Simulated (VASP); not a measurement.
# C18Se in VASP: notebook

C18Se is run at these levels: PBE; tasks: single point.

Everything below comes from runs of VASP 6.6.1. Logs are shortened: lines on timing, memory, paths and dates and some standing lists are left out, and cuts for length are marked.

**1. The cell of the first run**

The cell holds a slab with vacuum, 19 atoms: a = 7.398 Å, b = 7.398 Å, c = 12.000 Å, α = 90.00°, β = 90.00°, γ = 120.00°.

**2. Single point, PBE**

Contents of INCAR:

```
  PREC = Accurate
  ENCUT = 520
  EDIFF = 1E-7
  ISMEAR = -1
  SIGMA = 0.02
  LREAL = Auto
  LASPH = T
  NELM = 60
  ALGO = Normal
  ISIF = 2
  LWAVE = F
  LCHARG = T
  GGA = PE
  LELF = T
  LVHAR = T
  NBANDS = 54
```

Contents of KPOINTS:

```
regular mesh
0
Gamma
  2 2 1
```

Contents of POSCAR:

```
C18Se
1.0
    7.3980000000      0.0000000000      0.0000000000
   -3.6990000000      6.4068560000      0.0000000000
    0.0000000000      0.0000000000     12.0000000000
C Se
18 1
Direct
   -0.0006360372     -0.0003721014      0.0783409167
    0.2223188315      0.1102810801      0.0787975000
   -0.0045914474      0.3320304062      0.0834461667
    0.2198022366      0.4404525402      0.1030506667
    0.0009533840      0.6681211502      0.0770863333
    0.2187259280      0.7783418263      0.0839876667
    0.3321132240      0.0001183108      0.0790241667
    0.5550200470      0.1109330380      0.0785049167
    0.3357544872      0.3320137053      0.0834666667
    0.5534895547      0.4424235538      0.0768158333
    0.3344366062      0.6696504495      0.1031619167
    0.5587398354      0.7783426067      0.0836285833
    0.6671196791      0.0001268953      0.0786972500
    0.8870867227      0.1102999662      0.0785473333
    0.6652833613      0.3314499343      0.0747121667
    0.8880630854      0.4424305775      0.0769079167
    0.6662926409      0.6681127217      0.0768099167
    0.8890978300      0.7790810344      0.0746910833
    0.2757437747      0.5506827374      0.2703223333
```

Potentials or basis: VASP PAW PBE potentials, release 64 (C, Se).

The run is started by

```
> cat potpaw_PBE.64/C/POTCAR potpaw_PBE.64/Se/POTCAR > POTCAR
> mpirun -np 1 vasp_std > vasp.out
```

OUTCAR:

```text
PREC = Accurate
   ENCUT = 520
   EDIFF = 1E-7
   ISMEAR = -1
   LREAL = Auto
   LASPH = T
   NELM = 60
   ISIF = 2
   GGA = PE

 ion  position               nearest neighbor table
   1  0.999  1.000  0.078-  18 1.41  14 1.43   2 1.43
   2  0.222  0.110  0.079-   7 1.41   9 1.42   1 1.43
   3  0.995  0.332  0.083-  16 1.40  14 1.42   4 1.46
   4  0.220  0.440  0.103-   9 1.46   3 1.46  11 1.47  19 2.13
   5  0.001  0.668  0.077-   6 1.40  18 1.43  16 1.45
   6  0.219  0.778  0.084-   5 1.40   7 1.42  11 1.46
   7  0.332  0.000  0.079-   2 1.41   6 1.42   8 1.43
   8  0.555  0.111  0.079-  15 1.41  13 1.43   7 1.43
   9  0.336  0.332  0.083-  10 1.40   2 1.42   4 1.46
  10  0.553  0.442  0.077-   9 1.40  15 1.43  17 1.45
  11  0.334  0.670  0.103-   6 1.46  12 1.46   4 1.47  19 2.15
  12  0.559  0.778  0.084-  17 1.40  13 1.42  11 1.46
  13  0.667  0.000  0.079-  14 1.41  12 1.42   8 1.43
  14  0.887  0.110  0.079-  13 1.41   3 1.42   1 1.43
  15  0.665  0.331  0.075-   8 1.41  10 1.43  16 1.43
  16  0.888  0.442  0.077-   3 1.40  15 1.43   5 1.45
  17  0.666  0.668  0.077-  12 1.40  18 1.43  10 1.45
  18  0.889  0.779  0.075-   1 1.41  17 1.43   5 1.43
  19  0.276  0.551  0.270-   4 2.13  11 2.15

  LATTYP: Found a hexagonal cell.
 ALAT       =     7.3980000000
 C/A-ratio  =     1.6220600162

  Lattice vectors:

 A1 = (   7.3980000000,   0.0000000000,   0.0000000000)
 A2 = (  -3.6990000000,   6.4068560000,   0.0000000000)
 A3 = (   0.0000000000,   0.0000000000,  12.0000000000)

Analysis of symmetry for initial positions (statically):
=====================================================================
 Subroutine PRICEL returns:
 Original cell was already a primitive cell.

 Routine SETGRP: Setting up the symmetry group for a
 hexagonal supercell.

 Subroutine GETGRP returns: Found  1 space group operations
 (whereof  1 operations were pure point group operations)
 out of a pool of 24 trial point group operations.

The static configuration has the point symmetry C_1 .

Analysis of symmetry for dynamics (positions and initial velocities):
=====================================================================
 Subroutine PRICEL returns:
 Original cell was already a primitive cell.

 Routine SETGRP: Setting up the symmetry group for a
 hexagonal supercell.

 Subroutine GETGRP returns: Found  1 space group operations
 (whereof  1 operations were pure point group operations)
 out of a pool of 24 trial point group operations.

The dynamic configuration has the point symmetry C_1 .

 Subroutine INISYM returns: Found  1 space group operations
 (whereof  1 operations are pure point group operations),
 and found     1 'primitive' translations

----------------------------------------------------------------------------------------

                                     Primitive cell

  volume of cell :     568.7750

  direct lattice vectors                    reciprocal lattice vectors
     7.398000000  0.000000000  0.000000000     0.135171668  0.078041398  0.000000000
    -3.699000000  6.406856000  0.000000000     0.000000000  0.156082796  0.000000000
     0.000000000  0.000000000 12.000000000     0.000000000  0.000000000  0.083333333

  length of vectors
     7.398000000  7.398000054 12.000000000     0.156082797  0.156082796  0.083333333

  position of ions in fractional coordinates (direct lattice)
     0.999363963  0.999627899  0.078340917
     0.222318831  0.110281080  0.078797500
     0.995408553  0.332030406  0.083446167
     0.219802237  0.440452540  0.103050667
     0.000953384  0.668121150  0.077086333
     0.218725928  0.778341826  0.083987667
[... 11 lines left out ...]
     0.889097830  0.779081034  0.074691083
     0.275743775  0.550682737  0.270322333

  ion indices of the primitive-cell ions
   primitive index   ion index
                 1           1
                 2           2
                 3           3
                 4           4
                 5           5
                 6           6
[... 11 lines left out ...]
                18          18
                19          19

----------------------------------------------------------------------------------------

 KPOINTS: regular mesh

Automatic generation of k-mesh.
 Grid dimensions read from file:
 generate k-points for:    2    2    1

 Generating k-lattice:

  Cartesian coordinates                     Fractional coordinates (reciprocal lattice)
     0.067585834  0.039020699  0.000000000     0.500000000  0.000000000  0.000000000
     0.000000000  0.078041398  0.000000000     0.000000000  0.500000000  0.000000000
     0.000000000  0.000000000  0.083333333     0.000000000  0.000000000  1.000000000

  Length of vectors
     0.078041399  0.078041398  0.083333333

  Shift w.r.t. Gamma in fractional coordinates (k-lattice)
     0.000000000  0.000000000  0.000000000

 Subroutine IBZKPT returns following result:
 ===========================================

 Found      4 irreducible k-points:

 Following reciprocal coordinates:
            Coordinates               Weight
  0.000000  0.000000  0.000000      1.000000
  0.500000  0.000000  0.000000      1.000000
  0.000000  0.500000  0.000000      1.000000
  0.500000  0.500000  0.000000      1.000000
   k-points           NKPTS =      4   k-points in BZ     NKDIM =      4   number of bands    NBANDS=     54
   number of dos      NEDOS =    301   number of ions     NIONS =     19
   total plane-waves  NPLWV = 282240
   dimension x,y,z NGX =    56 NGY =   56 NGZ =   90
   dimension x,y,z NGXF=   112 NGYF=  112 NGZF=  180
   ions per type =              18   1
   NGX,Y,Z   is equivalent  to a cutoff of  12.58, 12.58, 12.47 a.u.
   NGXF,Y,Z  is equivalent  to a cutoff of  25.17, 25.17, 24.94 a.u.
 SYSTEM =  unknown system
   PREC   = accura    normal or accurate (medium, high low for compatibility)
   ISTART =      0    job   : 0-new  1-cont  2-samecut
   ICHARG =      2    charge: 1-file 2-atom 10-const
   ISPIN  =      1    spin polarized calculation?
   LNONCOLLINEAR =      F non collinear calculations
   LSORBIT =      F    spin-orbit coupling
   LASPH  =      T    aspherical Exc in radial PAW
   ENCUT  =  520.0 eV  38.22 Ry    6.18 a.u.  13.76 13.76 22.31*2*pi/ulx,y,z
   NELM   =     60;   NELMIN=  2; NELMDL= -5     # of ELM steps
   EDIFF  = 0.1E-06   stopping-criterion for ELM
   LREAL  =      T    real-space projection
   EDIFFG = 0.1E-05   stopping-criterion for IOM
   NSW    =      0    number of steps for IOM
   IBRION =     -1    ionic relax: 0-MD 1-quasi-New 2-CG
   NFREE  =      0    steps in history (QN), initial steepest desc. (CG)
   ISIF   =      2    stress and relaxation
   ISYM   =      2    0-nonsym 1-usesym 2-fastsym
   POTIM  = 0.5000    time-step for ionic-motion
   TEBEG  =    0.0;   TEEND  =   0.0 temperature during run
   PSTRESS=    0.0 pullay stress
   NELECT =      78.0000    total number of electrons
   NUPDOWN=      -1.0000    fix difference up-down
   EMIN   =  10.00;   EMAX   =-10.00  energy-range for DOS
   EFERMI =   0.00;   METHOD = LEGACY
   ISMEAR =    -1;   SIGMA  =   0.02  broadening in eV -4-tet -1-fermi 0-gaus
   EFERMI_NEDOS =   21; number of points for ismear=-14 and -15
   IALGO  =     38    algorithm
   IMIX   =      4    mixing-type and parameters
     AMIX     =   0.40;   BMIX     =  1.00
     AMIX_MAG =   1.60;   BMIX_MAG =  1.00
  volume/ion in A,a.u.               =      29.94       202.01
  Fermi-wavevector in a.u.,A,eV,Ry     =   0.844228  1.595359  9.697146  0.712720
  Thomas-Fermi vector in A             =   1.959222
   LORBIT       =      0    0 simple, 1 ext, 2 COOP (PROOUT), +10 PAW based schemes
   GGA     = PE    functional components
   LHFCALC =     F    Hartree Fock is set to
   AEXX    =    0.0000 exact exchange contribution
   IVDW    =     0    specifies the selected vdW correction
   LEPSILON=     F    determine dielectric tensor
   LRPA    =     F    only Hartree local field effects (RPA)
 non-spin polarized calculation
  energy-cutoff  :      520.00
  volume of cell :      568.78
 maximum number of plane-waves:     15363
 NGX is ok and might be reduce to    56
   NGX = 27   NGY = 27   NGZ = 45

 number of electron      77.9999999 magnetization

 Free energy of the ion-electron system (eV)
  ---------------------------------------------------
  ext. energy  EPLUGINS =         0.00000000
  ---------------------------------------------------
  free energy    TOTEN  =      -166.91499020 eV

  energy without entropy =     -166.91488973  energy(sigma->0) =     -166.91493996

 E-fermi :  -1.5925     XC(G=0):  -4.1558

 val. band max:       -1.7409386088   @ k =   0.0000   0.0000   0.0000
 cond. band min:      -1.4439697204   @ k =   0.0000   0.0000   0.0000
 fundamental gap:      0.2969688884
 Fermi energy:        -1.5924546290

 k-point     1 :       0.0000    0.0000    0.0000
  band No.  band energies     occupation
      1     -21.3006      2.00000
      2     -19.1673      2.00000
      3     -18.6762      2.00000
      4     -18.6701      2.00000
      5     -18.6352      2.00000
      6     -18.5610      2.00000
[... 43 lines left out ...]
     50       3.3331      0.00000
     51       3.9119      0.00000

 k-point     2 :       0.5000    0.0000    0.0000
  band No.  band energies     occupation
      1     -20.7819      2.00000
      2     -20.5126      2.00000
      3     -19.4401      2.00000
      4     -19.2225      2.00000
      5     -17.2399      2.00000
      6     -16.7909      2.00000
[... 43 lines left out ...]
     50       4.1714      0.00000
     51       4.2313      0.00000

 k-point     3 :       0.0000    0.5000    0.0000
  band No.  band energies     occupation
      1     -20.7554      2.00000
      2     -20.5470      2.00000
      3     -19.3780      2.00000
      4     -19.2932      2.00000
      5     -17.1265      2.00000
      6     -16.8773      2.00000
[... 43 lines left out ...]
     50       4.2625      0.00000
     51       4.4080      0.00000

 k-point     4 :       0.5000    0.5000    0.0000
  band No.  band energies     occupation
      1     -20.7817      2.00000
      2     -20.5127      2.00000
      3     -19.4404      2.00000
      4     -19.2225      2.00000
      5     -17.2395      2.00000
      6     -16.7910      2.00000
[... 43 lines left out ...]
     50       4.1713      0.00000
     51       4.2313      0.00000
 [bands above 51 left out]

------------------------ aborting loop because EDIFF is reached ----------------------------------------

  FORCE on cell =-STRESS in cart. coord.  units (eV):
  Direction    XX          YY          ZZ          XY          YZ          ZX
  --------------------------------------------------------------------------------------
  -------------------------------------------------------------------------------------
  Total        1.9803446      4.1580208     -0.0401939     -0.0163483      0.1161720     -0.0296151
  in kB        5.5784148     11.7126915     -0.1132218     -0.0460513      0.3272440     -0.0834225
  external PRESSURE =       5.7259615 kB  Pullay stress =       0.0000000 kB

 VOLUME and BASIS-vectors are now :
 -----------------------------------------------------------------------------
  energy-cutoff  :      520.00
  volume of cell :      568.78
      direct lattice vectors                 reciprocal lattice vectors
     7.398000000  0.000000000  0.000000000     0.135171668  0.078041398  0.000000000
    -3.699000000  6.406856000  0.000000000     0.000000000  0.156082796  0.000000000
     0.000000000  0.000000000 12.000000000     0.000000000  0.000000000  0.083333333

 POSITION                                       TOTAL-FORCE (eV/Angst)
 -----------------------------------------------------------------------------------
      3.69567      6.40447      0.94009         0.006510      0.005976     -0.000631
      1.23679      0.70655      0.94557        -0.001739     -0.005014     -0.010216
      6.13585      2.12727      1.00135         0.005097      0.001610     -0.004592
     -0.00314      2.82192      1.23661        -0.001954     -0.010243     -0.007302
     -2.46433      4.28056      0.92504         0.000849     -0.009036     -0.005271
     -1.26095      4.98672      1.00785         0.003732     -0.006024      0.003209
[... 11 lines left out ...]
      3.69573      4.99146      0.89629         0.002782     -0.003738     -0.003807
      0.00298      3.52815      3.24387        -0.012644      0.056092      0.031868
 -----------------------------------------------------------------------------------
    total drift:                                0.012492      0.012042      0.007140

  FREE ENERGIE OF THE ION-ELECTRON SYSTEM (eV)
  ---------------------------------------------------
  free  energy   TOTEN  =      -166.9149901961 eV

  energy  without entropy=     -166.9148897254  energy(sigma->0) =     -166.91493996
```

Run time: 2.7 min. Hardware: 1 thread of Intel Xeon Platinum 8559C (Emerald Rapids), shared host; peak memory 0.57 GiB.

What came out:

```
Free energy            : -166.9150 eV
Largest force          : 0.066 eV/Å
Band gap on the k mesh : 0.30 eV, direct
```

Forces in eV/Å, atoms in the order of the input:
```
C    0.007  0.006 -0.001
C   -0.002 -0.005 -0.010
C    0.005  0.002 -0.005
C   -0.002 -0.010 -0.007
C    0.001 -0.009 -0.005
C    0.004 -0.006  0.003
C    0.003 -0.005  0.000
C   -0.002 -0.003  0.000
C   -0.006  0.003 -0.010
C    0.005 -0.003 -0.014
C   -0.001  0.005  0.014
C   -0.006  0.000  0.011
C   -0.002 -0.009  0.007
C    0.006  0.000  0.002
C    0.000 -0.005 -0.006
C   -0.002 -0.002 -0.008
C    0.001 -0.011  0.001
C    0.003 -0.004 -0.004
Se  -0.013  0.056  0.032
```

Levels at points of the mesh, in eV from the valence-band top:
| k point | band 36 | band 37 | band 38 | band 39 | band 40 | band 41 | band 42 | band 43 |
| --- | --- | --- | --- | --- | --- | --- | --- | --- |
| (0.00, 0.00, 0.00) | -1.66 | -0.94 | -0.82 | 0.00 | 0.30 | 0.79 | 2.06 | 3.54 |
| (0.50, 0.00, 0.00) | -2.51 | -2.28 | -0.84 | -0.80 | 1.00 | 1.92 | 2.54 | 2.59 |
| (0.00, 0.50, 0.00) | -2.54 | -2.35 | -0.81 | -0.50 | 0.50 | 2.22 | 2.44 | 2.66 |
| (0.50, 0.50, 0.00) | -2.51 | -2.28 | -0.83 | -0.81 | 1.00 | 1.92 | 2.54 | 2.59 |

Caveat: the k points lie up to 0.49 Å⁻¹ apart.

**3. Single point, PBE**

Contents of INCAR:

```
SYSTEM = C18Se
ALGO = Normal ; EDIFF = 1E-6
ENCUT = 520 ; GGA = PE
ISIF = 2 ; ISMEAR = -1
LASPH = .True. ; LCHARG = .False.
LREAL = Auto ; LWAVE = .False.
NBANDS = 54 ; NELM = 100
PREC = Accurate ; SIGMA = 0.02
```

Contents of KPOINTS:

```
k-points
0
Gamma
  2 2 1
  0 0 0
```

Contents of POSCAR:

```
C18Se
1.0
    7.3980000000      0.0000000000      0.0000000000
   -3.6990000000      6.4068560000      0.0000000000
    0.0000000000      0.0000000000     12.0000000000
C Se
18 1
Direct
   -0.0007121320     -0.0005364566      0.0783722500
    0.2222220255      0.1116660028      0.0787767500
    0.0008508282      0.3325337732      0.0768403333
    0.2186038413      0.4399476124      0.0837038333
   -0.0045967377      0.6631071465      0.0836655000
    0.2198154625      0.7789429012      0.1032745000
    0.3356311789      0.0033445422      0.0836703333
    0.5533739070      0.1107259161      0.0768396667
    0.3320165608      0.3316249031      0.0787965000
    0.5549480267      0.4438033257      0.0783784167
    0.3344148809      0.6643409810      0.1032078333
    0.5587982994      0.7801335007      0.0837105000
    0.6662069935     -0.0021110198      0.0768629167
    0.8890309831      0.1097180895      0.0745963333
    0.6651974995      0.3335531499      0.0745722500
    0.8880161962      0.4453668071      0.0768175000
    0.6671330278      0.6667318572      0.0787972500
    0.8870916961      0.7765256469      0.0787770833
    0.2767711806      0.7217683681      0.2703399167
```

Potentials or basis: VASP PAW PBE potentials, release 64 (C, Se).

The run is started by

```
> cat potpaw_PBE.64/C/POTCAR potpaw_PBE.64/Se/POTCAR > POTCAR
> mpirun -np 1 vasp_std > vasp.out
```

Run time: 2.7 min. Hardware: 1 thread of Intel Xeon Platinum 8559C (Emerald Rapids), shared host; peak memory 0.57 GiB.

The run converged. Its results:

```
Free energy            : -166.9158 eV
Largest force          : 0.039 eV/Å
Band gap on the k mesh : 0.30 eV, direct
```

Forces in eV/Å, atoms in the order of the input:
```
C    0.010  0.004  0.006
C   -0.003 -0.001 -0.004
C    0.003 -0.001 -0.003
C   -0.005  0.014 -0.004
C    0.019  0.001 -0.003
C   -0.020  0.007 -0.009
C    0.009 -0.018 -0.005
C   -0.005  0.009 -0.008
C    0.002  0.002 -0.001
C   -0.004  0.001  0.006
C    0.015 -0.014  0.006
C   -0.013 -0.002 -0.003
C    0.003  0.003 -0.001
C   -0.011  0.003 -0.001
C    0.010 -0.004 -0.003
C   -0.009 -0.001 -0.003
C   -0.004  0.000 -0.004
C    0.000  0.003 -0.003
Se   0.005 -0.006  0.038
```

Levels at points of the mesh, in eV from the valence-band top:
```
           k point  band 35  band 36  band 37  band 38  band 39  band 40  band 41  band 42  band 43  band 44
(0.00, 0.00, 0.00)    -2.99    -1.67    -0.94    -0.83     0.00     0.30     0.79     2.07     3.54     4.07
(0.50, 0.00, 0.00)    -2.62    -2.51    -2.28    -0.84    -0.81     1.00     1.93     2.54     2.59     2.64
(0.00, 0.50, 0.00)    -2.62    -2.51    -2.28    -0.84    -0.81     1.00     1.93     2.54     2.59     2.64
(0.50, 0.50, 0.00)    -2.56    -2.54    -2.35    -0.82    -0.50     0.50     2.21     2.44     2.66     2.82
```

Caveat: the k points lie up to 0.49 Å⁻¹ apart.

[end of part 1 of 2]
